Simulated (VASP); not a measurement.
Set up this calculation in VASP 6.6.1, as the native input.

```
Task                   : relaxation of cell and atoms
Functional             : LDA
Potentials or basis    : VASP PAW LDA potentials, release 64 (Ir)
Cutoff                 : 500 eV
k mesh                 : 10 × 10 × 10
Occupations            : fermi-dirac, width 0.1 eV
Spin                   : no spin polarisation
Dipole correction      : no
Further INCAR settings : ALGO = Normal; EDIFF = 1e-07; IBRION = 2; EDIFFG = -0.01; NSW = 80; ISIF = 3
```

The structure of Ir lies in POSCAR:

```
Ir
1.0
    0.0000000000      1.9156000000      1.9156000000
    1.9156000000      0.0000000000      1.9156000000
    1.9156000000      1.9156000000      0.0000000000
Ir
1
Direct
    0.0000000000      0.0000000000      0.0000000000
```

These files were run (other wordings do the same):

INCAR

```
ALGO = Normal
EDIFF = 1E-7
EDIFFG = -0.01
ENCUT = 500
GGA_COMPAT = False
IBRION = 2
ISIF = 3
ISMEAR = -1
LASPH = True
LCHARG = False
LREAL = False
LWAVE = False
NELM = 120
NELMIN = 4
NSW = 80
PREC = Accurate
SIGMA = 0.1
```

KPOINTS

```
k-points
0
Gamma
  10 10 10
```

Potentials or basis: VASP PAW LDA potentials, release 64 (Ir).

Launch:

```bash
$ cat potpaw_LDA.64/Ir/POTCAR > POTCAR
$ mpirun -np 1 vasp_std > vasp.out
```

Results of the run:

```json
{
 "Relaxed volume": "13.94 Å³/atom",
 "Relaxed cell": "a = 2.701 Å, b = 2.701 Å, c = 2.701 Å, α = 60.00°, β = 60.00°, γ = 60.00°",
 "Space group after relaxing (to 0.05 Å)": "Fm-3m (No. 225)",
 "Energy gained by relaxing": "1.4 meV/atom",
 "Ionic steps": "3",
 "Pressure after relaxing": "-0.1 GPa"
}
```

It took 8.5 s on 1 thread of Intel Xeon 6975P-C, on a shared host, peak memory 0.13 GiB.
